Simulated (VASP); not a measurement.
# MgS (l.bA) (Fm-3m) in VASP: notebook

MgS (l.bA) is run at these levels: LDA; tasks: single point, relaxation of cell and atoms.

Program: VASP 6.6.1. These are calculated values, not measurements. Logs are shortened: lines on timing, memory, paths and dates and some standing lists are left out, and cuts for length are marked.

**1. The cell of the first run**

It takes space group Fm-3m (No. 225, cubic). Conventional cell: a = 5.130 Å, b = 5.130 Å, c = 5.130 Å, α = 90.00°, β = 90.00°, γ = 90.00°. Within 3.4 Å of Mg (site symmetry m-3m) lie 6 S at 2.56 Å. S (site symmetry m-3m) has 6 Mg at 2.56 Å within 3.4 Å.

**2. Single point, LDA**

Input file INCAR:

```
SYSTEM = MgS
PREC = Accurate
ENCUT = 600
EDIFF = 1E-6
ISMEAR = 0
SIGMA = 0.02
LREAL = .False.
LASPH = .True.
NELM = 120
ALGO = Normal
ISIF = 2
LWAVE = .False.
LCHARG = .True.
LELF = .True.
LVHAR = .True.
NBANDS = 11
GGA_COMPAT = .False.
```

Input file KPOINTS:

```
Automatic mesh
0
Gamma
  8 8 8
  0 0 0
```

Input file POSCAR:

```
MgS
1.0
    0.0000000000      2.5648455787      2.5648455787
    2.5648455787      0.0000000000      2.5648455787
    2.5648455787      2.5648455787      0.0000000000
Mg S
1 1
Direct
    0.0000000000      0.0000000000      0.0000000000
    0.5000000000      0.5000000000      0.5000000000
```

Potentials or basis: VASP PAW LDA potentials, release 64 (Mg, S).

Run with:

```bash
$ cat potpaw_LDA.64/Mg/POTCAR potpaw_LDA.64/S/POTCAR > POTCAR
$ mpirun -np 1 vasp_std > vasp.out
```

OUTCAR:

```text
SYSTEM = MgS
   PREC = Accurate
   ENCUT = 600
   EDIFF = 1E-6
   ISMEAR = 0
   LREAL = .False.
   LASPH = .True.
   NELM = 120
   ISIF = 2

 ion  position               nearest neighbor table
   1  0.000  0.000  0.000-   2 2.56   2 2.56   2 2.56   2 2.56   2 2.56   2 2.56
   2  0.500  0.500  0.500-   1 2.56   1 2.56   1 2.56   1 2.56   1 2.56   1 2.56

  LATTYP: Found a face centered cubic cell.
 ALAT       =     5.1296911574

  Lattice vectors:

 A1 = (   0.0000000000,   2.5648455787,   2.5648455787)
 A2 = (   2.5648455787,   0.0000000000,   2.5648455787)
 A3 = (   2.5648455787,   2.5648455787,   0.0000000000)

Analysis of symmetry for initial positions (statically):
=====================================================================
 Subroutine PRICEL returns:
 Original cell was already a primitive cell.

 Routine SETGRP: Setting up the symmetry group for a
 face centered cubic supercell.

 Subroutine GETGRP returns: Found 48 space group operations
 (whereof 48 operations were pure point group operations)
 out of a pool of 48 trial point group operations.

The static configuration has the point symmetry O_h .

Analysis of symmetry for dynamics (positions and initial velocities):
=====================================================================
 Subroutine PRICEL returns:
 Original cell was already a primitive cell.

 Routine SETGRP: Setting up the symmetry group for a
 face centered cubic supercell.

 Subroutine GETGRP returns: Found 48 space group operations
 (whereof 48 operations were pure point group operations)
 out of a pool of 48 trial point group operations.

The dynamic configuration has the point symmetry O_h .

 Subroutine INISYM returns: Found 48 space group operations
 (whereof 48 operations are pure point group operations),
 and found     1 'primitive' translations

----------------------------------------------------------------------------------------

                                     Primitive cell

  volume of cell :      33.7453

  direct lattice vectors                    reciprocal lattice vectors
     0.000000000  2.564845579  2.564845579    -0.194943510  0.194943510  0.194943510
     2.564845579  0.000000000  2.564845579     0.194943510 -0.194943510  0.194943510
     2.564845579  2.564845579  0.000000000     0.194943510  0.194943510 -0.194943510

  length of vectors
     3.627239403  3.627239403  3.627239403     0.337652064  0.337652064  0.337652064

  position of ions in fractional coordinates (direct lattice)
     0.000000000  0.000000000  0.000000000
     0.500000000  0.500000000  0.500000000

  ion indices of the primitive-cell ions
   primitive index   ion index
                 1           1
                 2           2

----------------------------------------------------------------------------------------

 KPOINTS: Automatic mesh

Automatic generation of k-mesh.
 Grid dimensions read from file:
 generate k-points for:    8    8    8

 Generating k-lattice:

  Cartesian coordinates                     Fractional coordinates (reciprocal lattice)
    -0.024367939  0.024367939  0.024367939     0.125000000  0.000000000  0.000000000
     0.024367939 -0.024367939  0.024367939     0.000000000  0.125000000  0.000000000
     0.024367939  0.024367939 -0.024367939     0.000000000  0.000000000  0.125000000

  Length of vectors
     0.042206508  0.042206508  0.042206508

  Shift w.r.t. Gamma in fractional coordinates (k-lattice)
     0.000000000  0.000000000  0.000000000

 Subroutine IBZKPT returns following result:
 ===========================================

 Found     29 irreducible k-points:

 Following reciprocal coordinates:
            Coordinates               Weight
  0.000000  0.000000  0.000000      1.000000
  0.125000  0.000000  0.000000      8.000000
  0.250000  0.000000  0.000000      8.000000
  0.375000  0.000000  0.000000      8.000000
  0.500000  0.000000  0.000000      4.000000
  0.125000  0.125000  0.000000      6.000000
[... 16 lines left out ...]
  0.500000  0.250000  0.125000     48.000000
 -0.375000  0.250000  0.125000     24.000000
 [... further k-points ...]
   k-points           NKPTS =     29   k-points in BZ     NKDIM =     29   number of bands    NBANDS=     11
   number of dos      NEDOS =    301   number of ions     NIONS =      2
   total plane-waves  NPLWV =  27000
   dimension x,y,z NGX =    30 NGY =   30 NGZ =   30
   dimension x,y,z NGXF=    60 NGYF=   60 NGZF=   60
   ions per type =               1   1
   NGX,Y,Z   is equivalent  to a cutoff of  13.75, 13.75, 13.75 a.u.
   NGXF,Y,Z  is equivalent  to a cutoff of  27.50, 27.50, 27.50 a.u.
 SYSTEM =  MgS
   PREC   = accura    normal or accurate (medium, high low for compatibility)
   ISTART =      0    job   : 0-new  1-cont  2-samecut
   ICHARG =      2    charge: 1-file 2-atom 10-const
   ISPIN  =      1    spin polarized calculation?
   LNONCOLLINEAR =      F non collinear calculations
   LSORBIT =      F    spin-orbit coupling
   LASPH  =      T    aspherical Exc in radial PAW
   ENCUT  =  600.0 eV  44.10 Ry    6.64 a.u.   7.24  7.24  7.24*2*pi/ulx,y,z
   NELM   =    120;   NELMIN=  2; NELMDL= -5     # of ELM steps
   EDIFF  = 0.1E-05   stopping-criterion for ELM
   LREAL  =      F    real-space projection
   EDIFFG = 0.1E-04   stopping-criterion for IOM
   NSW    =      0    number of steps for IOM
   IBRION =     -1    ionic relax: 0-MD 1-quasi-New 2-CG
   NFREE  =      0    steps in history (QN), initial steepest desc. (CG)
   ISIF   =      2    stress and relaxation
   ISYM   =      2    0-nonsym 1-usesym 2-fastsym
   POTIM  = 0.5000    time-step for ionic-motion
   TEBEG  =    0.0;   TEEND  =   0.0 temperature during run
   PSTRESS=    0.0 pullay stress
   NELECT =       8.0000    total number of electrons
   NUPDOWN=      -1.0000    fix difference up-down
   EMIN   =  10.00;   EMAX   =-10.00  energy-range for DOS
   EFERMI =   0.00;   METHOD = LEGACY
   ISMEAR =     0;   SIGMA  =   0.02  broadening in eV -4-tet -1-fermi 0-gaus
   EFERMI_NEDOS =   21; number of points for ismear=-14 and -15
   IALGO  =     38    algorithm
   IMIX   =      4    mixing-type and parameters
     AMIX     =   0.40;   BMIX     =  1.00
     AMIX_MAG =   1.60;   BMIX_MAG =  1.00
  volume/ion in A,a.u.               =      16.87       113.86
  Fermi-wavevector in a.u.,A,eV,Ry     =   1.013212  1.914693 13.967718  1.026598
  Thomas-Fermi vector in A             =   2.146367
   LORBIT       =      0    0 simple, 1 ext, 2 COOP (PROOUT), +10 PAW based schemes
   GGA     = CA    functional components
   LHFCALC =     F    Hartree Fock is set to
   AEXX    =    0.0000 exact exchange contribution
   IVDW    =     0    specifies the selected vdW correction
   LEPSILON=     F    determine dielectric tensor
   LRPA    =     F    only Hartree local field effects (RPA)
 non-spin polarized calculation
 Gauss-broadening in eV      SIGMA  =   0.02
  energy-cutoff  :      600.00
  volume of cell :       33.75
 maximum number of plane-waves:      1158
 NGX is ok and might be reduce to    30
   NGX = 15   NGY = 15   NGZ = 15

 number of electron       8.0000001 magnetization

 Free energy of the ion-electron system (eV)
  ---------------------------------------------------
  ext. energy  EPLUGINS =         0.00000000
  ---------------------------------------------------
  free energy    TOTEN  =        -9.59240470 eV

  energy without entropy =       -9.59240470  energy(sigma->0) =       -9.59240470

 E-fermi :   4.1297     XC(G=0): -10.1648

 val. band max:        3.9742690615   @ k =   0.0000   0.0000   0.0000
 cond. band min:       6.6226887436   @ k =   0.5000   0.5000   0.0000
 fundamental gap:      2.6484196821
 Fermi energy:         4.1296569607

 k-point     1 :       0.0000    0.0000    0.0000
  band No.  band energies     occupation
      1      -8.9179      2.00000
      2       3.9743      2.00000
      3       3.9743      2.00000
      4       3.9743      2.00000
      5       7.8108      0.00000
      6      11.7807      0.00000
      7      11.7807      0.00000
      8      11.7807      0.00000
      9      14.2834      0.00000
     10      14.2834      0.00000
     11      16.4274      0.00000

 k-point     2 :       0.1250    0.0000    0.0000
  band No.  band energies     occupation
      1      -8.7541      2.00000
      2       2.8695      2.00000
      3       3.8625      2.00000
      4       3.8625      2.00000
      5       8.6073      0.00000
      6      11.4944      0.00000
      7      12.0484      0.00000
      8      12.0484      0.00000
      9      13.6343      0.00000
     10      13.6343      0.00000
     11      16.6973      0.00000

 k-point     3 :       0.2500    0.0000    0.0000
  band No.  band energies     occupation
      1      -8.3072      2.00000
      2       1.0078      2.00000
      3       3.6208      2.00000
      4       3.6208      2.00000
      5       8.9068      0.00000
      6      11.6905      0.00000
      7      11.6905      0.00000
      8      12.3676      0.00000
      9      14.2183      0.00000
     10      14.2183      0.00000
     11      15.8722      0.00000

 k-point     4 :       0.3750    0.0000    0.0000
  band No.  band energies     occupation
      1      -7.7520      2.00000
      2      -0.5369      2.00000
      3       3.4097      2.00000
      4       3.4097      2.00000
      5       8.5650      0.00000
      6      11.0159      0.00000
      7      11.0159      0.00000
      8      13.9703      0.00000
      9      15.5294      0.00000
     10      16.2475      0.00000
     11      16.2475      0.00000
[... 239 lines left out ...]
 k-point    22 :       0.3750    0.2500    0.1250
  band No.  band energies     occupation
      1      -7.9549      2.00000
      2       0.7339      2.00000
      3       2.3932      2.00000
      4       3.2369      2.00000
      5       9.7640      0.00000
      6      10.3097      0.00000
      7      11.0491      0.00000
      8      13.1991      0.00000
      9      14.0862      0.00000
     10      17.0336      0.00000
     11      18.9154      0.00000

 k-point    23 :       0.5000    0.2500    0.1250
  band No.  band energies     occupation
      1      -7.4824      2.00000
      2      -0.1817      2.00000
      3       1.8202      2.00000
      4       2.8974      2.00000
      5       9.5240      0.00000
      6      10.2996      0.00000
      7      11.7402      0.00000
      8      13.0109      0.00000
      9      15.7044      0.00000
     10      18.3076      0.00000
     11      18.9730      0.00000

 k-point    24 :      -0.3750    0.2500    0.1250
  band No.  band energies     occupation
      1      -7.2523      2.00000
      2      -0.6165      2.00000
      3       1.6703      2.00000
      4       2.7245      2.00000
      5       9.4657      0.00000
      6      10.0161      0.00000
      7      12.3718      0.00000
      8      13.4680      0.00000
      9      16.2654      0.00000
     10      17.3821      0.00000
     11      19.5928      0.00000

 [... further k-points ...]
[... 5 lines left out ...]
  --------------------------------------------------------------------------------------
  -------------------------------------------------------------------------------------
  Total       -0.1250542     -0.1250542     -0.1250542      0.0000000      0.0000000     -0.0000000
  in kB       -5.9373841     -5.9373841     -5.9373841      0.0000000      0.0000000     -0.0000000
  external PRESSURE =      -5.9373841 kB  Pullay stress =       0.0000000 kB

 VOLUME and BASIS-vectors are now :
 -----------------------------------------------------------------------------
  energy-cutoff  :      600.00
  volume of cell :       33.75
      direct lattice vectors                 reciprocal lattice vectors
     0.000000000  2.564845579  2.564845579    -0.194943510  0.194943510  0.194943510
     2.564845579  0.000000000  2.564845579     0.194943510 -0.194943510  0.194943510
     2.564845579  2.564845579  0.000000000     0.194943510  0.194943510 -0.194943510

 POSITION                                       TOTAL-FORCE (eV/Angst)
 -----------------------------------------------------------------------------------
      0.00000      0.00000      0.00000         0.000000      0.000000      0.000000
      2.56485      2.56485      2.56485        -0.000000     -0.000000      0.000000
 -----------------------------------------------------------------------------------
    total drift:                               -0.000000     -0.000000      0.000000

  FREE ENERGIE OF THE ION-ELECTRON SYSTEM (eV)
  ---------------------------------------------------
  free  energy   TOTEN  =        -9.5924047007 eV

  energy  without entropy=       -9.5924047007  energy(sigma->0) =       -9.59240470
```

Wall time 18 s (1 thread of Intel Xeon Platinum 8488C (Sapphire Rapids), shared host); peak memory 0.15 GiB.

Results:

- Free energy: -9.5924 eV
- Pressure: -0.6 GPa
- Band gap on the k mesh: 2.65 eV, indirect (least direct gap 3.84 eV)

Levels at points of the mesh, in eV from the valence-band top:
```
           k point  band 2  band 3  band 4  band 5  band 6  band 7
(0.00, 0.00, 0.00)    0.00    0.00    0.00    3.84    7.81    7.81
(0.50, 0.00, 0.00)   -5.14   -0.64   -0.64    4.44    6.79    6.79
(0.50, 0.50, 0.00)   -4.48   -1.81   -1.81    2.65    4.12   12.22
```

A k mesh can miss the band edges. Expect the measured gap to be larger: semilocal functionals such as LDA lack the derivative discontinuity.

(Part 1 of 2 ends here.)
